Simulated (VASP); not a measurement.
Write the native input for VASP 6.6.1 that does the following.

```yaml
Task: single point
Functional: r2SCAN
Potentials_or_basis: VASP PAW PBE potentials, release 64 (Cd_sv_GW, F)
Cutoff: 770 eV
k_mesh: 5 × 5 × 3
Occupations: gaussian, width 0.01 eV
Spin: no spin polarisation
Dipole_correction: no
Further_INCAR_settings: ALGO = Normal; EDIFF = 1e-06; NBANDS = 24
```

The system is CdF2.

```
Cd F
1.0
     3.51094    0.00000    0.00000
    -1.75547    3.04056    0.00000
     0.00000    0.00000    4.15073
Cd F
1 2
Direct
  0.00000 0.00000 0.00000
  0.33333 0.66667 0.23436
  0.66667 0.33333 0.76564
```

The input as run:

POSCAR

```
CdF2
1.0
    3.5109418554      0.0000000000      0.0000000000
   -1.7554709277      3.0405648380      0.0000000000
    0.0000000000      0.0000000000      4.1507283235
Cd F
1 2
Direct
    0.0000000000      0.0000000000      0.0000000000
    0.3333333333      0.6666666667      0.2343585359
    0.6666666667      0.3333333333      0.7656414641
```

INCAR.step1

```
SYSTEM = CdF2
  PREC = Accurate
  ENCUT = 770
  ISMEAR = 0
  SIGMA = 0.01
  LREAL = .False.
  LASPH = .True.
  NELM = 120
  NBANDS = 24
  GGA = PE
  ALGO = Normal
  EDIFF = 1E-5
  LWAVE = .True.
  LCHARG = .False.
  GGA_COMPAT = .False.
```

INCAR.step2

```
SYSTEM = CdF2
  PREC = Accurate
  ENCUT = 770
  EDIFF = 1E-6
  ISMEAR = 0
  SIGMA = 0.01
  LREAL = .False.
  LASPH = .True.
  NELM = 120
  ALGO = Normal
  ISIF = 2
  LWAVE = .False.
  LCHARG = .False.
  METAGGA = R2SCAN
  LMIXTAU = .True.
  NBANDS = 24
  ISTART = 1
  GGA_COMPAT = .False.
```

KPOINTS

```
Automatic mesh
0
Gamma
  5 5 3
  0 0 0
```

Potentials or basis: VASP PAW PBE potentials, release 64 (Cd_sv_GW, F).

Launch:

```console
$ cat potpaw_PBE.64/Cd_sv_GW/POTCAR potpaw_PBE.64/F/POTCAR > POTCAR
$ cp INCAR.step1 INCAR
$ mpirun -np 1 vasp_std > vasp.out
$ cp INCAR.step2 INCAR
$ mpirun -np 1 vasp_std > vasp.out
```

Results of the run:

```yaml
Pressure: -0.3 GPa
Largest_force: 0.004 eV/Å
Band_gap_on_the_k_mesh: 3.77 eV (least direct gap 3.91 eV)
```

Caveat: the k points lie up to 0.50 Å⁻¹ apart; the PAW data sets were made with another functional, which shifts forces and pressure a little.

Wall time 98 s on 1 thread of Intel(R) Xeon(R) Platinum 8488C (Sapphire Rapids), on a shared host, peak memory 0.22 GiB.
